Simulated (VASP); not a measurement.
# AlNi in VASP: settings compared, part 2 of 2

VASP 6.6.1. The steps go on from the part before.

### Step 5. Single point, PBE, collinear spin, ferromagnetic start

This run uses another cell than the first one, of 11.84 Å³/atom, 1.020 times its volume.

Contents of INCAR:

```
  PREC = Accurate
  ENCUT = 520
  EDIFF = 1E-6
  ISMEAR = -1
  SIGMA = 0.05
  LREAL = F
  LASPH = T
  NELM = 150
  ALGO = Normal
  ISIF = 2
  LWAVE = F
  LCHARG = F
  ISPIN = 2
  MAGMOM = 1 0
  LORBIT = 11
  LMAXMIX = 4
  GGA = PE
  NBANDS = 18
```

Contents of KPOINTS:

```
regular mesh
0
Gamma
  8 8 8
```

Contents of POSCAR:

```
AlNi
1.0
    2.8810000000      0.0000000000      0.0000000000
    0.0000000000      2.8810000000      0.0000000000
    0.0000000000      0.0000000000      2.8521900000
Ni Al
1 1
Direct
    0.5000000000      0.5000000000      0.5000000000
    0.0000000000      0.0000000000      0.0000000000
```

Potentials or basis: VASP PAW PBE potentials, release 64 (Ni, Al).

Started as:

```console
$ cat potpaw_PBE.64/Ni/POTCAR potpaw_PBE.64/Al/POTCAR > POTCAR
$ mpirun -np 1 vasp_std > vasp.out
```

OUTCAR:

```text
PREC = Accurate
   ENCUT = 520
   EDIFF = 1E-6
   ISMEAR = -1
   LREAL = F
   LASPH = T
   NELM = 150
   ISIF = 2
   ISPIN = 2
   LORBIT = 11
   GGA = PE

 ion  position               nearest neighbor table
   1  0.500  0.500  0.500-   2 2.49   2 2.49   2 2.49   2 2.49   2 2.49   2 2.49   2 2.49   2 2.49

   2  0.000  0.000  0.000-   1 2.49   1 2.49   1 2.49   1 2.49   1 2.49   1 2.49   1 2.49   1 2.49

  LATTYP: Found a simple tetragonal cell.
 ALAT       =     2.8810000000
 C/A-ratio  =     0.9900000000

  Lattice vectors:

 A1 = (   2.8810000000,   0.0000000000,   0.0000000000)
 A2 = (   0.0000000000,   2.8810000000,   0.0000000000)
 A3 = (   0.0000000000,   0.0000000000,   2.8521900000)

Analysis of symmetry for initial positions (statically):
=====================================================================
 Subroutine PRICEL returns:
 Original cell was already a primitive cell.

 Routine SETGRP: Setting up the symmetry group for a
 simple tetragonal supercell.

 Subroutine GETGRP returns: Found 16 space group operations
 (whereof 16 operations were pure point group operations)
 out of a pool of 16 trial point group operations.

The static configuration has the point symmetry D_4h.

Analysis of symmetry for dynamics (positions and initial velocities):
=====================================================================
 Subroutine PRICEL returns:
 Original cell was already a primitive cell.

 Routine SETGRP: Setting up the symmetry group for a
 simple tetragonal supercell.

 Subroutine GETGRP returns: Found 16 space group operations
 (whereof 16 operations were pure point group operations)
 out of a pool of 16 trial point group operations.

The dynamic configuration has the point symmetry D_4h.

Analysis of structural, dynamic, and magnetic symmetry:
=====================================================================
 Subroutine PRICEL returns:
 Original cell was already a primitive cell.

 Routine SETGRP: Setting up the symmetry group for a
 simple tetragonal supercell.

 Subroutine GETGRP returns: Found 16 space group operations
 (whereof 16 operations were pure point group operations)
 out of a pool of 16 trial point group operations.

The overall configuration has the point symmetry D_4h.

 Subroutine INISYM returns: Found 16 space group operations
 (whereof 16 operations are pure point group operations),
 and found     1 'primitive' translations

----------------------------------------------------------------------------------------

                                     Primitive cell

  volume of cell :      23.6736

  direct lattice vectors                    reciprocal lattice vectors
     2.881000000  0.000000000  0.000000000     0.347101701  0.000000000  0.000000000
     0.000000000  2.881000000  0.000000000     0.000000000  0.347101701  0.000000000
     0.000000000  0.000000000  2.852190000     0.000000000  0.000000000  0.350607779

  length of vectors
     2.881000000  2.881000000  2.852190000     0.347101701  0.347101701  0.350607779

  position of ions in fractional coordinates (direct lattice)
     0.500000000  0.500000000  0.500000000
     0.000000000  0.000000000  0.000000000
[... 63 lines left out ...]
   dimension x,y,z NGXF=    48 NGYF=   48 NGZF=   48
   ions per type =               1   1
   NGX,Y,Z   is equivalent  to a cutoff of  13.85, 13.85, 13.99 a.u.
   NGXF,Y,Z  is equivalent  to a cutoff of  27.70, 27.70, 27.98 a.u.
 SYSTEM =  unknown system
   PREC   = accura    normal or accurate (medium, high low for compatibility)
   ISTART =      0    job   : 0-new  1-cont  2-samecut
   ICHARG =      2    charge: 1-file 2-atom 10-const
   ISPIN  =      2    spin polarized calculation?
   LNONCOLLINEAR =      F non collinear calculations
   LSORBIT =      F    spin-orbit coupling
   LASPH  =      T    aspherical Exc in radial PAW
   ENCUT  =  520.0 eV  38.22 Ry    6.18 a.u.   5.36  5.36  5.30*2*pi/ulx,y,z
   NELM   =    150;   NELMIN=  2; NELMDL= -5     # of ELM steps
   EDIFF  = 0.1E-05   stopping-criterion for ELM
   LREAL  =      F    real-space projection
   EDIFFG = 0.1E-04   stopping-criterion for IOM
   NSW    =      0    number of steps for IOM
   IBRION =     -1    ionic relax: 0-MD 1-quasi-New 2-CG
   NFREE  =      0    steps in history (QN), initial steepest desc. (CG)
   ISIF   =      2    stress and relaxation
   ISYM   =      2    0-nonsym 1-usesym 2-fastsym
   POTIM  = 0.5000    time-step for ionic-motion
   TEBEG  =    0.0;   TEEND  =   0.0 temperature during run
   PSTRESS=    0.0 pullay stress
   NELECT =      13.0000    total number of electrons
   NUPDOWN=      -1.0000    fix difference up-down
   EMIN   =  10.00;   EMAX   =-10.00  energy-range for DOS
   EFERMI =   0.00;   METHOD = LEGACY
   ISMEAR =    -1;   SIGMA  =   0.05  broadening in eV -4-tet -1-fermi 0-gaus
   EFERMI_NEDOS =   21; number of points for ismear=-14 and -15
   IALGO  =     38    algorithm
   IMIX   =      4    mixing-type and parameters
     AMIX     =   0.40;   BMIX     =  1.00
     AMIX_MAG =   1.60;   BMIX_MAG =  1.00
  volume/ion in A,a.u.               =      11.84        79.88
  Fermi-wavevector in a.u.,A,eV,Ry     =   1.340605  2.533377 24.452701  1.797223
  Thomas-Fermi vector in A             =   2.468905
   LORBIT       =     11    0 simple, 1 ext, 2 COOP (PROOUT), +10 PAW based schemes
   GGA     = PE    functional components
   LHFCALC =     F    Hartree Fock is set to
   AEXX    =    0.0000 exact exchange contribution
   IVDW    =     0    specifies the selected vdW correction
   LEPSILON=     F    determine dielectric tensor
   LRPA    =     F    only Hartree local field effects (RPA)
 spin polarized calculation
  energy-cutoff  :      520.00
  volume of cell :       23.67
 maximum number of plane-waves:       651
 NGX is ok and might be reduce to    24
   NGX = 11   NGY = 11   NGZ = 11

 number of electron      13.0000013 magnetization      -0.0074862

 number of electron      13.0000013 magnetization       0.0009147

 Free energy of the ion-electron system (eV)
  ---------------------------------------------------
  ext. energy  EPLUGINS =         0.00000000
  ---------------------------------------------------
  free energy    TOTEN  =       -10.53158669 eV

  energy without entropy =      -10.52182100  energy(sigma->0) =      -10.52670385

 E-fermi :  10.0830     XC(G=0): -12.0966

 val. band max:        9.9845495894   @ k =   0.3750   0.1250   0.3750
 cond. band min:      10.1011092171   @ k =   0.3750   0.2500   0.1250
 fundamental gap:      0.1165596277
 Fermi energy:        10.0830372549

 spin component 1

 k-point     1 :       0.0000    0.0000    0.0000
  band No.  band energies     occupation
      1      -1.0518      1.00000
      2       6.8804      1.00000
      3       6.8838      1.00000
      4       8.5783      1.00000
      5       8.6025      1.00000
      6       8.6025      1.00000
[... 493 lines left out ...]
     17      33.4474      0.00000
     18      34.7257      0.00000

 [... further k-points ...]

 spin component 2

 k-point     1 :       0.0000    0.0000    0.0000
  band No.  band energies     occupation
      1      -1.0517      1.00000
      2       6.8811      1.00000
      3       6.8846      1.00000
      4       8.5786      1.00000
      5       8.6029      1.00000
      6       8.6029      1.00000
[... 493 lines left out ...]
     17      33.4475      0.00000
     18      34.7257      0.00000

 [... further k-points ...]
[... 5 lines left out ...]
  --------------------------------------------------------------------------------------
  -------------------------------------------------------------------------------------
  Total        0.5571394      0.5571394      0.6316689      0.0000000     -0.0000000      0.0000000
  in kB       37.7059147     37.7059147     42.7498986      0.0000000     -0.0000000      0.0000000
  external PRESSURE =      39.3872426 kB  Pullay stress =       0.0000000 kB

 VOLUME and BASIS-vectors are now :
 -----------------------------------------------------------------------------
  energy-cutoff  :      520.00
  volume of cell :       23.67
      direct lattice vectors                 reciprocal lattice vectors
     2.881000000  0.000000000  0.000000000     0.347101701  0.000000000  0.000000000
     0.000000000  2.881000000  0.000000000     0.000000000  0.347101701  0.000000000
     0.000000000  0.000000000  2.852190000     0.000000000  0.000000000  0.350607779

 POSITION                                       TOTAL-FORCE (eV/Angst)
 -----------------------------------------------------------------------------------
      1.44050      1.44050      1.42609         0.000000      0.000000      0.000000
      0.00000      0.00000      0.00000         0.000000      0.000000      0.000000
 -----------------------------------------------------------------------------------
    total drift:                                0.000000      0.000000     -0.000000

  FREE ENERGIE OF THE ION-ELECTRON SYSTEM (eV)
  ---------------------------------------------------
  free  energy   TOTEN  =       -10.5315866936 eV

  energy  without entropy=      -10.5218210029  energy(sigma->0) =      -10.52670385

 total charge

# of ion       s       p       d       tot
------------------------------------------
    1        0.478   0.524   8.479   9.482
    2        0.385   0.420   0.000   0.805
--------------------------------------------------
tot          0.863   0.944   8.479  10.287

 magnetization (x)

# of ion       s       p       d       tot
------------------------------------------
    1        0.000   0.000   0.000   0.000
    2        0.000   0.000   0.000   0.000
--------------------------------------------------
tot          0.000   0.000   0.000   0.000
```

stdout:

```text
POSCAR found type information on POSCAR NiAl
 POSCAR found :  2 types and       2 ions
 scaLAPACK will be used
 LDA part: xc-table for (Slater+PW92), standard interpolation
 POSCAR, INCAR and KPOINTS ok, starting setup
 FFT: planning ... GRIDC
 FFT: planning ... GRID_SOFT
 FFT: planning ... GRID
 WAVECAR not read
 entering main loop
```

It took 50 s on 1 thread of Intel Xeon Platinum 8259CL at 2.50GHz (Skylake/Cascade Lake), shared host; peak memory 0.18 GiB.

What came out:

| Property | Result |
| --- | --- |
| Free energy | -10.5316 eV |
| Pressure | 3.9 GPa |
| Net moment | 0.00 μB per cell |
| Valence electrons inside the program's atomic spheres | Ni 9.48; Al 0.81 |

### Step 6. Single point, PBE, collinear spin, ferromagnetic start

This run uses another cell than the first one, of 12.08 Å³/atom, 1.041 times its volume.

Contents of INCAR:

```
SYSTEM = AlNi
  ALGO = Fast
  EDIFF = 1E-6
  ENCUT = 520
  GGA = PE
  ISIF = 2
  ISMEAR = -1
  ISPIN = 2
  LASPH = .True.
  LCHARG = .False.
  LMAXMIX = 4
  LORBIT = 11
  LREAL = .False.
  LWAVE = .False.
  MAGMOM = 1 0
  NBANDS = 18
  NELM = 150
  PREC = Accurate
  SIGMA = 0.05
```

Contents of KPOINTS:

```
k-points
0
Gamma
  8 8 8
  0 0 0
```

POSCAR, as its differences from that of step 5:

```diff
@@ -4,3 +4,3 @@
     0.0000000000      2.8810000000      0.0000000000
-    0.0000000000      0.0000000000      2.8521900000
+    0.0000000000      0.0000000000      2.9098100000
 Ni Al
```

Potentials or basis: VASP PAW PBE potentials, release 64 (Ni, Al).

Started as:

```console
$ cat potpaw_PBE.64/Ni/POTCAR potpaw_PBE.64/Al/POTCAR > POTCAR
$ mpirun -np 1 vasp_std > vasp.out
```

Wall time 56 s (1 thread of Intel Xeon Platinum 8259CL at 2.50GHz (Skylake/Cascade Lake), shared host); peak memory 0.18 GiB.

The run converged. Its results:

| Property | Result |
| --- | --- |
| Free energy | -10.5383 eV |
| Pressure | 0.7 GPa |
| Net moment | 0.00 μB per cell |
| Valence electrons inside the program's atomic spheres | Ni 9.45; Al 0.79 |

Stress tensor (GPa, compression positive):
```
0.79 0.00 0.00
0.00 0.79 0.00
0.00 0.00 0.42
```

Levels at points of the mesh, in eV from the Fermi level:
Spin up:
```
           k point  band 5  band 6  band 7  band 8  band 9  band 10
(0.00, 0.00, 0.00)   -1.45   -1.43    5.30    5.65    5.65     8.13
(0.50, 0.00, 0.00)   -2.12   -1.36   -0.54    8.34    9.84    10.17
(0.50, 0.50, 0.00)   -2.00   -2.00   -0.91    1.60    2.55    12.08
(0.00, 0.00, 0.50)   -2.12   -1.35   -0.61    8.35   10.13    10.13
(0.50, 0.00, 0.50)   -1.96   -1.95   -0.93    1.51    2.47    12.33
(0.50, 0.50, 0.50)   -0.89    2.08    2.10    2.10    3.68     4.44
```
Spin down:
| k point | band 5 | band 6 | band 7 | band 8 | band 9 | band 10 |
| --- | --- | --- | --- | --- | --- | --- |
| (0.00, 0.00, 0.00) | -1.46 | -1.43 | 5.30 | 5.65 | 5.65 | 8.13 |
| (0.50, 0.00, 0.00) | -2.13 | -1.37 | -0.54 | 8.34 | 9.84 | 10.17 |
| (0.50, 0.50, 0.00) | -2.00 | -2.00 | -0.92 | 1.60 | 2.55 | 12.08 |
| (0.00, 0.00, 0.50) | -2.12 | -1.35 | -0.61 | 8.35 | 10.13 | 10.13 |
| (0.50, 0.00, 0.50) | -1.96 | -1.95 | -0.93 | 1.51 | 2.47 | 12.32 |
| (0.50, 0.50, 0.50) | -0.89 | 2.08 | 2.10 | 2.10 | 3.68 | 4.44 |

### Step 7. The runs side by side

```csv
task,level,potentials or basis,cell,k mesh,cutoff (eV),smearing,gap on the mesh (eV),pressure (GPa),moment (μB)
single point,BLYP+D4,"VASP PAW PBE potentials, release 64 (Ni, Al)","a = 2.853 Å, 2 atoms",9 × 9 × 9,520,fermi-dirac 0.05 eV,none,0.4,0.00
single point,LDA,"VASP PAW LDA potentials, release 64 (Ni, Al)","a = 2.881 Å, 2 atoms",9 × 9 × 9,520,gaussian 0.1 eV,none,-8.3,0.00
relaxation of cell and atoms,BLYP+D4,"VASP PAW PBE potentials, release 64 (Ni, Al)","relaxed from a = 2.881 Å, 2 atoms",9 × 9 × 9,600,fermi-dirac 0.05 eV,none,-0.1,0.00
single point,PBE,"VASP PAW PBE potentials, release 64 (Ni, Al)","a = 2.881, b = 2.881, c = 2.852 Å, 2 atoms",8 × 8 × 8,520,fermi-dirac 0.05 eV,none,3.9,0.00
single point,PBE,"VASP PAW PBE potentials, release 64 (Ni, Al)","a = 2.881, b = 2.881, c = 2.910 Å, 2 atoms",8 × 8 × 8,520,fermi-dirac 0.05 eV,none,0.7,0.00
```

Alike in all rows: spin collinear, ferromagnetic start.

Caveats: the PAW data sets were made with another functional, which shifts forces and pressure a little (some runs); pairwise dispersion overbinds metals, which lowers pressure and volume (some runs).

Total energies depend on the potentials used, so only differences within one code and one set of settings carry meaning.
